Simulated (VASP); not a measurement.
# Sn2Sb3Te (P-3m1) in VASP: notebook

Sn2Sb3Te is run at these levels: PBE; tasks: single point, relaxation of cell and atoms.

Everything below comes from runs of VASP 6.6.1. Logs are shortened: lines on timing, memory, paths and dates and some standing lists are left out, and cuts for length are marked.

**1. The cell of the first run**

The structure is trigonal, space group P-3m1 (No. 164). Conventional cell: a = 4.435 Å, b = 4.435 Å, c = 12.859 Å, α = 90.00°, β = 90.00°, γ = 120.00°. Within 4.0 Å of Sn (site symmetry 3m) lie 3 Sb at 3.00 Å and 3 Te at 3.28 Å. Within 3.7 Å of Sb (site symmetry 3m) lie 1 Sb at 2.81 Å and 3 Sn at 3.00 Å and 1 Te at 3.62 Å. Within 3.7 Å of Sb (site symmetry -3m) lie 2 Sb at 2.81 Å. Within 4.5 Å of Te (site symmetry -3m) lie 6 Sn at 3.28 Å and 2 Sb at 3.62 Å and 6 Te at 4.44 Å.

The cell was generated, and may not be a known phase.

**2. Single point, PBE**

Contents of INCAR:

```
PREC     = Accurate       # precision mode
ENCUT    = 520            # plane-wave cutoff, eV
EDIFF    = 1E-6           # SCF threshold, eV
ISMEAR   = 0              # smearing method
SIGMA    = 0.2            # smearing width, eV
LREAL    = False          # projectors in reciprocal space
LASPH    = True           # aspherical terms in the spheres
NELM     = 100            # most SCF steps
ALGO     = Normal         # electronic algorithm
ISIF     = 2              # what is computed and relaxed
LWAVE    = False          # write WAVECAR
LCHARG   = False          # write CHGCAR
GGA      = PE             # functional
NBANDS   = 34             # bands
```

Contents of KPOINTS:

```
Automatic mesh
0
Gamma
  4 4 2
```

Contents of POSCAR:

```
Sn2Sb3Te
1.0
    4.4354441854      0.0000000000      0.0000000000
   -2.2177220927      3.8412073417      0.0000000000
    0.0000000000      0.0000000000     12.8593099715
Sn Sb Te
2 3 1
Direct
    0.3333333333      0.6666666667      0.3406664872
    0.6666666667      0.3333333333      0.6593335128
    0.0000000000      0.0000000000      0.2186292789
    0.0000000000      0.0000000000      0.7813707211
    0.0000000000      0.0000000000      0.0000000000
    0.0000000000      0.0000000000      0.5000000000
```

Potentials or basis: VASP PAW PBE potentials, release 64 (Sn_d, Sb, Te).

The run is started by

```bash
$ cat potpaw_PBE.64/Sn_d/POTCAR potpaw_PBE.64/Sb/POTCAR potpaw_PBE.64/Te/POTCAR > POTCAR
$ mpirun -np 1 vasp_std > vasp.out
```

OUTCAR:

```text
PREC = Accurate
   ENCUT = 520
   EDIFF = 1E-6
   ISMEAR = 0
   LREAL = False
   LASPH = True
   NELM = 100
   ISIF = 2
   GGA = PE

 ion  position               nearest neighbor table
   1  0.333  0.667  0.341-   3 3.00   3 3.00   3 3.00   6 3.28   6 3.28   6 3.28
   2  0.667  0.333  0.659-   4 3.00   4 3.00   4 3.00   6 3.28   6 3.28   6 3.28
   3  0.000  0.000  0.219-   5 2.81   1 3.00   1 3.00   1 3.00   6 3.62
   4  0.000  0.000  0.781-   5 2.81   2 3.00   2 3.00   2 3.00   6 3.62
   5  0.000  0.000  0.000-   4 2.81   3 2.81
   6  0.000  0.000  0.500-   1 3.28   2 3.28   2 3.28   1 3.28   2 3.28   1 3.28   3 3.62   4 3.62

  LATTYP: Found a hexagonal cell.
 ALAT       =     4.4354441854
 C/A-ratio  =     2.8992158246

  Lattice vectors:

 A1 = (   4.4354441854,   0.0000000000,   0.0000000000)
 A2 = (  -2.2177220927,   3.8412073417,   0.0000000000)
 A3 = (   0.0000000000,   0.0000000000,  12.8593099715)

Analysis of symmetry for initial positions (statically):
=====================================================================
 Subroutine PRICEL returns:
 Original cell was already a primitive cell.

 Routine SETGRP: Setting up the symmetry group for a
 hexagonal supercell.

 Subroutine GETGRP returns: Found 12 space group operations
 (whereof 12 operations were pure point group operations)
 out of a pool of 24 trial point group operations.

The static configuration has the point symmetry D_3d.

Analysis of symmetry for dynamics (positions and initial velocities):
=====================================================================
 Subroutine PRICEL returns:
 Original cell was already a primitive cell.

 Routine SETGRP: Setting up the symmetry group for a
 hexagonal supercell.

 Subroutine GETGRP returns: Found 12 space group operations
 (whereof 12 operations were pure point group operations)
 out of a pool of 24 trial point group operations.

The dynamic configuration has the point symmetry D_3d.

 Subroutine INISYM returns: Found 12 space group operations
 (whereof 12 operations are pure point group operations),
 and found     1 'primitive' translations

----------------------------------------------------------------------------------------

[... 82 lines left out ...]
   NELM   =    100;   NELMIN=  2; NELMDL= -5     # of ELM steps
   EDIFF  = 0.1E-05   stopping-criterion for ELM
   LREAL  =      F    real-space projection
   EDIFFG = 0.1E-04   stopping-criterion for IOM
   NSW    =      0    number of steps for IOM
   IBRION =     -1    ionic relax: 0-MD 1-quasi-New 2-CG
   NFREE  =      0    steps in history (QN), initial steepest desc. (CG)
   ISIF   =      2    stress and relaxation
   ISYM   =      2    0-nonsym 1-usesym 2-fastsym
   POTIM  = 0.5000    time-step for ionic-motion
   TEBEG  =    0.0;   TEEND  =   0.0 temperature during run
   PSTRESS=    0.0 pullay stress
   NELECT =      49.0000    total number of electrons
   NUPDOWN=      -1.0000    fix difference up-down
   EMIN   =  10.00;   EMAX   =-10.00  energy-range for DOS
   EFERMI =   0.00;   METHOD = LEGACY
   ISMEAR =     0;   SIGMA  =   0.20  broadening in eV -4-tet -1-fermi 0-gaus
   EFERMI_NEDOS =   21; number of points for ismear=-14 and -15
   IALGO  =     38    algorithm
   IMIX   =      4    mixing-type and parameters
     AMIX     =   0.40;   BMIX     =  1.00
     AMIX_MAG =   1.60;   BMIX_MAG =  1.00
  volume/ion in A,a.u.               =      36.51       246.42
  Fermi-wavevector in a.u.,A,eV,Ry     =   0.993725  1.877867 13.435596  0.987488
  Thomas-Fermi vector in A             =   2.125626
   LORBIT       =      0    0 simple, 1 ext, 2 COOP (PROOUT), +10 PAW based schemes
   GGA     = PE    functional components
   LHFCALC =     F    Hartree Fock is set to
   AEXX    =    0.0000 exact exchange contribution
   IVDW    =     0    specifies the selected vdW correction
   LEPSILON=     F    determine dielectric tensor
   LRPA    =     F    only Hartree local field effects (RPA)
 non-spin polarized calculation
 Gauss-broadening in eV      SIGMA  =   0.20
  energy-cutoff  :      520.00
  volume of cell :      219.09
 maximum number of plane-waves:      5928
 NGX is ok and might be reduce to    36
   NGX = 17   NGY = 17   NGZ = 47

 number of electron      48.9999994 magnetization

 Free energy of the ion-electron system (eV)
  ---------------------------------------------------
  ext. energy  EPLUGINS =         0.00000000
  ---------------------------------------------------
  free energy    TOTEN  =       -21.79369447 eV

  energy without entropy =      -21.73503791  energy(sigma->0) =      -21.76436619

 E-fermi :   4.7921     XC(G=0):  -8.6695

 val. band max:        4.6908162978   @ k =   0.2500   0.2500   0.0000
 cond. band min:       4.8551625440   @ k =   0.2500   0.0000   0.0000
 fundamental gap:      0.1643462461
 Fermi energy:         4.7921114949

 k-point     1 :       0.0000    0.0000    0.0000
  band No.  band energies     occupation
      1     -16.6499      2.00000
      2     -16.6499      2.00000
      3     -16.6492      2.00000
      4     -16.6492      2.00000
      5     -16.6380      2.00000
      6     -16.6371      2.00000
[... 285 lines left out ...]
     33       9.3564      0.00000
     34       9.3980      0.00000

------------------------ aborting loop because EDIFF is reached ----------------------------------------

  FORCE on cell =-STRESS in cart. coord.  units (eV):
  Direction    XX          YY          ZZ          XY          YZ          ZX
  --------------------------------------------------------------------------------------
  -------------------------------------------------------------------------------------
  Total       -0.2630577     -0.2630577      0.2355144      0.0000000      0.0000000      0.0000000
  in kB       -1.9237076     -1.9237076      1.7222868      0.0000000      0.0000000      0.0000000
  external PRESSURE =      -0.7083762 kB  Pullay stress =       0.0000000 kB

 VOLUME and BASIS-vectors are now :
 -----------------------------------------------------------------------------
  energy-cutoff  :      520.00
  volume of cell :      219.09
      direct lattice vectors                 reciprocal lattice vectors
     4.435444185  0.000000000  0.000000000     0.225456563  0.130167407  0.000000000
    -2.217722093  3.841207342  0.000000000     0.000000000  0.260334814  0.000000000
     0.000000000  0.000000000 12.859309972     0.000000000  0.000000000  0.077764670

 POSITION                                       TOTAL-FORCE (eV/Angst)
 -----------------------------------------------------------------------------------
     -0.00000      2.56080      4.38074         0.000000     -0.000000      0.008683
      2.21772      1.28040      8.47857        -0.000000      0.000000     -0.008683
      0.00000      0.00000      2.81142         0.000000     -0.000000      0.044629
      0.00000      0.00000     10.04789        -0.000000      0.000000     -0.044629
      0.00000      0.00000      0.00000        -0.000000      0.000000      0.000000
      0.00000      0.00000      6.42965        -0.000000      0.000000      0.000000
 -----------------------------------------------------------------------------------
    total drift:                                0.000000     -0.000000     -0.000000

  FREE ENERGIE OF THE ION-ELECTRON SYSTEM (eV)
  ---------------------------------------------------
  free  energy   TOTEN  =       -21.7936944697 eV

  energy  without entropy=      -21.7350379135  energy(sigma->0) =      -21.76436619
```

Run time: 88 s. Hardware: 1 thread of Oxide Virtual Turin-like, shared host; peak memory 0.33 GiB.

What came out:

```
Free energy            : -21.7937 eV
Pressure               : -0.1 GPa
Largest force          : 0.045 eV/Å
Band gap on the k mesh : zero (an odd number of electrons rules out a gap without spin polarisation)
```

Forces on the atoms (eV/Å):
```
Sn   0.000  0.000  0.009
Sn   0.000  0.000 -0.009
Sb   0.000  0.000  0.045
Sb   0.000  0.000 -0.045
Sb   0.000  0.000  0.000
Te   0.000  0.000  0.000
```

Caveat: the k points lie up to 0.41 Å⁻¹ apart, too coarse for converged energies and pressures of a metal; spin-orbit coupling is left out, which moves the levels of the heavy elements; an odd number of electrons without spin polarisation forces a metal; a magnetic or distorted state may lie lower.

**3. Single point, PBE**

This run uses another cell than the first one, of 30.60 Å³/atom.

Contents of INCAR:

```
PREC = Accurate ; ENCUT = 520
EDIFF = 1E-6 ; ISMEAR = 0
SIGMA = 0.2 ; LREAL = False
LASPH = True ; NELM = 60
ALGO = Fast ; ISIF = 2
LWAVE = False ; LCHARG = False
GGA = PE ; NBANDS = 34
```

Contents of KPOINTS:

```
Automatic mesh
0
Gamma
  6 6 2
```

Contents of POSCAR:

```
Sn2Sb3Te
1.0
    4.4300285733      0.0000000000      0.0000000000
   -2.2150142866      3.8365172840      0.0000000000
    0.0000000000      0.0000000000     10.8012859500
Sn Sb Te
2 3 1
Direct
    0.3333333333      0.6666666667      0.1763431443
    0.6666666667      0.3333333333      0.8236568557
    0.3333333333      0.6666666667      0.6648848543
    0.0000000000      0.0000000000      0.5000000000
    0.6666666667      0.3333333333      0.3351151457
    0.0000000000      0.0000000000      0.0000000000
```

Potentials or basis: VASP PAW PBE potentials, release 64 (Sn_d, Sb, Te).

The run is started by

```bash
$ cat potpaw_PBE.64/Sn_d/POTCAR potpaw_PBE.64/Sb/POTCAR potpaw_PBE.64/Te/POTCAR > POTCAR
$ mpirun -np 1 vasp_std > vasp.out
```

Wall time 70 s (1 thread of Oxide Virtual Turin-like, shared host); peak memory 0.32 GiB.

Results (log left out):

```yaml
Free_energy: -23.5845 eV
Pressure: 0.1 GPa
Largest_force: 0.022 eV/Å
Band_gap_on_the_k_mesh: zero (an odd number of electrons rules out a gap without spin polarisation)
```

Forces on the atoms (eV/Å):
```
Sn   0.000  0.000  0.022
Sn   0.000  0.000 -0.022
Sb   0.000  0.000  0.018
Sb   0.000  0.000  0.000
Sb   0.000  0.000 -0.018
Te   0.000  0.000  0.000
```

Stress tensor (GPa, compression positive):
```
-0.11  0.00  0.00
 0.00 -0.11  0.00
 0.00  0.00  0.43
```

Levels at points of the mesh, in eV from the Fermi level:
```
           k point  band 20  band 21  band 22  band 23  band 24  band 25  band 26  band 27  band 28  band 29
(0.00, 0.00, 0.00)    -1.47    -1.47    -0.78    -0.78    -0.10     0.05     0.66     0.66     1.51     1.53
(0.50, 0.00, 0.00)    -2.90    -2.47    -2.30    -1.68    -1.58    -1.18     1.43     2.08     2.33     2.47
(0.00, 0.00, 0.50)    -1.49    -0.94    -0.65    -0.65    -0.54     0.24     0.24     0.52     0.65     2.64
(0.50, 0.00, 0.50)    -2.93    -2.79    -2.58    -0.80    -0.78     0.24     0.28     0.53     0.63     3.12
```

Caveat: spin-orbit coupling is left out, which moves the levels of the heavy elements; an odd number of electrons without spin polarisation forces a metal; a magnetic or distorted state may lie lower.

**4. Relaxation of cell and atoms, PBE**

This run uses another cell than the first one, of 28.69 Å³/atom.

Contents of INCAR:

```
PREC = Accurate
ENCUT = 600
EDIFF = 1E-6
ISMEAR = 0
SIGMA = 0.2
LREAL = False
LASPH = True
NELM = 60
ALGO = Normal
ISIF = 3
LWAVE = False
LCHARG = False
GGA = PE
IBRION = 2
NSW = 36
EDIFFG = -0.08
```

Contents of KPOINTS:

```
regular mesh
0
Gamma
  4 4 2
```

Contents of POSCAR:

```
Sn2Sb3Te
1.0
    4.3300000000      0.0000000000      0.0000000000
   -2.1650000000      3.7498900000      0.0000000000
    0.0000000000      0.0000000000     10.6000000000
Sn Sb Te
2 3 1
Direct
    0.3333333300      0.6666666700      0.1650000000
    0.6666666700      0.3333333300      0.8350000000
    0.3333333300      0.6666666700      0.6600000000
    0.0000000000      0.0000000000      0.5000000000
    0.6666666700      0.3333333300      0.3400000000
    0.0000000000      0.0000000000      0.0000000000
```

The run is started by

```bash
$ cat potpaw_PBE.64/Sn_d/POTCAR potpaw_PBE.64/Sb/POTCAR potpaw_PBE.64/Te/POTCAR > POTCAR
$ mpirun -np 1 vasp_std > vasp.out
```

Run time: 5 min. Hardware: 1 thread of Oxide Virtual Turin-like, shared host; peak memory 0.34 GiB.

Results (log left out):

```
Free energy                           : -23.6343 eV
Relaxed volume                        : 30.44 Å³/atom
Relaxed cell                          : a = 4.428 Å, b = 4.428 Å, c = 10.754 Å, α = 90.00°, β = 90.00°, γ = 120.00°
Space group after relaxing (to 0.1 Å) : P-3m1 (No. 164)
Energy gained by relaxing             : 35.6 meV/atom
Ionic steps                           : 5
Pressure after relaxing               : 0.2 GPa
Largest force after relaxing          : 0.072 eV/Å
Band gap on the k mesh                : zero (an odd number of electrons rules out a gap without spin polarisation)
```

Forces in eV/Å, atoms in the order of the input:
```
Sn   0.000  0.000  0.041
Sn   0.000  0.000 -0.041
Sb   0.000  0.000 -0.072
Sb   0.000  0.000  0.000
Sb   0.000  0.000  0.072
Te   0.000  0.000  0.000
```

Stress tensor (GPa, compression positive):
```
0.22 0.00 0.00
0.00 0.22 0.00
0.00 0.00 0.14
```

Step by step:
```tsv
step	energy change (eV)	largest force (eV/Å)	pressure (GPa)	volume (Å³)
1	0.0000	0.7947	3.59	172.11
2	-0.1628	0.4110	-1.24	188.64
3	-0.1724	0.4751	-0.43	185.24
4	-0.1966	0.3214	-0.22	184.30
5	-0.2137	0.0717	0.19	182.62
```

Final structure:
```
Sn Sb Te
1.0
     4.42812    0.00000    0.00000
    -2.21406    3.83486    0.00000
     0.00000    0.00000   10.75437
Sn Sb Te
2 3 1
Direct
  0.33333 0.66667 0.17429
  0.66667 0.33333 0.82571
  0.33333 0.66667 0.66431
  0.00000 0.00000 0.50000
  0.66667 0.33333 0.33569
  0.00000 0.00000 0.00000
```

Levels at points of the mesh, in eV from the Fermi level:
| k point | band 20 | band 21 | band 22 | band 23 | band 24 | band 25 | band 26 | band 27 | band 28 | band 29 |
| --- | --- | --- | --- | --- | --- | --- | --- | --- | --- | --- |
| (0.00, 0.00, 0.00) | -1.58 | -1.58 | -0.87 | -0.87 | -0.18 | -0.09 | 0.59 | 0.59 | 1.39 | 1.39 |
| (0.50, 0.00, 0.00) | -3.03 | -2.55 | -2.47 | -1.75 | -1.67 | -1.30 | 1.38 | 2.02 | 2.26 | 2.34 |
| (0.00, 0.00, 0.50) | -1.59 | -1.03 | -0.74 | -0.74 | -0.63 | 0.14 | 0.14 | 0.39 | 0.53 | 2.52 |
| (0.50, 0.00, 0.50) | -3.11 | -2.90 | -2.68 | -0.89 | -0.87 | 0.15 | 0.20 | 0.45 | 0.55 | 3.06 |

Caveat: the k points lie up to 0.41 Å⁻¹ apart in the final cell, too coarse for converged energies and pressures of a metal; spin-orbit coupling is left out, which moves the levels of the heavy elements; an odd number of electrons without spin polarisation forces a metal; a magnetic or distorted state may lie lower; the relaxation stopped at a loose force limit of 0.08 eV/Å, so its end isn't a converged minimum.

**5. Summary**

| task | cell | k mesh | cutoff (eV) | gap on the mesh (eV) | pressure (GPa) | largest force (eV/Å) |
| --- | --- | --- | --- | --- | --- | --- |
| single point | a = 4.435, b = 4.435, c = 12.859 Å, angles 90.0, 90.0, 120.0°, 6 atoms, atomic positions A | 4 × 4 × 2 | 520 | none | -0.1 | 0.04 |
| single point | a = 4.430, b = 4.430, c = 10.801 Å, angles 90.0, 90.0, 120.0°, 6 atoms, atomic positions B | 6 × 6 × 2 | 520 | none | 0.1 | 0.02 |
| relaxation of cell and atoms | relaxed from a = 4.330, b = 4.330, c = 10.600 Å, angles 90.0, 90.0, 120.0°, 6 atoms, atomic positions C | 4 × 4 × 2 | 600 | none | 0.2 | 0.07 |

Alike in all rows: level PBE; potentials or basis VASP PAW PBE potentials, release 64 (Sn_d, Sb, Te); no spin polarisation; smearing gaussian 0.2 eV.

Caveats: some runs use coarse meshes; spin-orbit coupling is left out, which moves the levels of the heavy elements; an odd number of electrons without spin polarisation forces a metal; a magnetic or distorted state may lie lower; the relaxation stopped at a loose force limit of 0.08 eV/Å, so its end isn't a converged minimum (at least some runs).

Total energies depend on the potentials used, so only differences within one code and one set of settings carry meaning.

The gap in the log of VASP goes by the Fermi energy; the results here count the filled bands.